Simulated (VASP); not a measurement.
Input of a VASP 6.6.1 run:

File INCAR:

```
SYSTEM = La
  PREC = Accurate
  ENCUT = 500
  EDIFF = 1E-6
  ISMEAR = -1
  SIGMA = 0.08
  LREAL = .FALSE.
  LASPH = .TRUE.
  NELM = 200
  ALGO = Normal
  ISIF = 2
  LWAVE = .FALSE.
  LCHARG = .FALSE.
  GGA = PE
  NBANDS = 24
  GGA_COMPAT = .FALSE.
  LMAXMIX = 6
```

File KPOINTS:

```
regular mesh
0
G
  7 7 9
  0 0 0
```

File POSCAR:

```
La
1.0
    5.9547407328      0.0000000000      0.0000000000
   -2.9773703664      5.1569567475      0.0000000000
    0.0000000000      0.0000000000      3.6333100533
La
3
Direct
    0.0000000000      0.0000000000      0.0000000000
    0.3333333333      0.6666666667      0.5000000000
    0.6666666667      0.3333333333      0.5000000000
```

Potentials or basis: VASP PAW PBE potentials, release 64 (La).

Launch:

```console
$ cat potpaw_PBE.64/La/POTCAR > POTCAR
$ mpirun -np 1 vasp_std > vasp.out
```

Task: Estimate the band gap on the k mesh.

Result: Zero (an odd number of electrons rules out a gap without spin polarisation).

Task: What does it give for the pressure?

Result: 0.0 GPa.

Caveat: spin-orbit coupling is left out, which moves the levels of the heavy elements.
